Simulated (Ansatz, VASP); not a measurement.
**One calculation of MoS2, two programs**

The input INCAR:

```
ALGO = Normal
EDIFF = 1E-7
EDIFFG = -0.008
ENCUT = 520
GGA = PS
IBRION = 2
ISIF = 2
ISMEAR = 0
LASPH = True
LCHARG = False
LREAL = False
LWAVE = False
NELM = 60
NSW = 60
PREC = Accurate
SIGMA = 0.02
```

KPOINTS

```
k-points
0
Gamma
  12 12 2
```

File POSCAR:

```
MoS2
1.0
    3.1413882571      0.0000000000      0.0000000000
   -1.5706941286      2.7205220338      0.0000000000
    0.0000000000      0.0000000000     11.8299833588
Mo S
2 4
Direct
    0.6666666667      0.3333333333      0.2500000000
    0.3333333333      0.6666666667      0.7500000000
    0.6666666667      0.3333333333      0.6211892313
    0.3333333333      0.6666666667      0.3788107687
    0.6666666667      0.3333333333      0.8788107687
    0.3333333333      0.6666666667      0.1211892313
```

Input for Ansatz:

```yaml
crystal:
  lattice:
    - [3.1413882571, 0.0, 0.0]
    - [-1.5706941286, 2.7205220338, 0.0]
    - [0.0, 0.0, 11.8299833588]
  atoms:
    - { symbol: Mo, position: [0.6666666667, 0.3333333333, 0.25] }
    - { symbol: Mo, position: [0.3333333333, 0.6666666667, 0.75] }
    - { symbol: S, position: [0.6666666667, 0.3333333333, 0.6211892313] }
    - { symbol: S, position: [0.3333333333, 0.6666666667, 0.3788107687] }
    - { symbol: S, position: [0.6666666667, 0.3333333333, 0.8788107687] }
    - { symbol: S, position: [0.3333333333, 0.6666666667, 0.1211892313] }
basis:
  ecutwfc: 420
kpoints:
  mp_grid: { grid: [12, 12, 2] }
hamiltonian:
  xc: pbesol
scf:
  occupations: { method: gaussian, width: 0.02 }
output:
  forces: true
  stress: true
  eigenvalues: true
relax:
  adjacent_minimum: "off"
  f_tol: 0.008
  max_steps: 40
```

Change from the starting cell: strain along c alone, the other axes held, atoms relaxed: -6.0 %.

Alike in both runs: task relaxation of the atoms; functional PBEsol; k mesh 12 × 12 × 2; occupations gaussian, width 0.02 eV; no spin polarisation.

|  | VASP | Ansatz |
| --- | --- | --- |
| version | VASP 6.6.1 | Ansatz 0.2.0 |
| potentials or method | VASP PAW PBE potentials, release 64 (Mo_sv, S), cutoff 520 eV | scalar-relativistic, plane waves, PAW |
| valence electrons in the cell | 52 | 52 |

```csv
,VASP,Ansatz,Ansatz less VASP
"gap on the k mesh at the Fermi level, each at its own relaxed structure (eV)",0.64,0.62,-0.019
```

VASP's potentials were made for PBE, not for PBEsol. Ansatz's warnings: stress scf threshold loose.
